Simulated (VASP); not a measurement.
Ag, 2 atoms in the cell. The structure is hexagonal, space group P6_3/mmc (No. 194). The conventional cell has a = 2.930 Å, b = 2.930 Å, c = 4.072 Å, α = 90.00°, β = 90.00°, γ = 120.00°. Within 3.5 Å of Ag (site symmetry -6m2) lie 12 Ag at 2.65 to 2.93 Å.  This cell differs from its parent crystal: strain -0.1500 x Voigt [0, 0, 1, 0, 0, 0].

```yaml
Program: VASP 6.6.1
Task: single point
Functional: LDA
Potentials_or_basis: VASP PAW LDA potentials, release 64 (Ag)
Cutoff: 500 eV
k_mesh: 18 × 18 × 10
Occupations: methfessel-paxton, width 0.1 eV
Spin: no spin polarisation
Dipole_correction: no
Further_INCAR_settings: ALGO = Normal; EDIFF = 1e-06; NBANDS = 18
```

Potentials or basis: VASP PAW LDA potentials, release 64 (Ag).

Run with:

```console
$ cat potpaw_LDA.64/Ag/POTCAR > POTCAR
$ mpirun -np 1 vasp_std > vasp.out
```

Hardware: 1 thread of Intel Xeon 8259CL, on a shared host.

Q: How long does it take, and how much memory?

A: Run time: 110 s on 1 thread of Intel Xeon 8259CL, on a shared host, peak memory 0.21 GiB. Counts: scf iterations 10, k points 222.
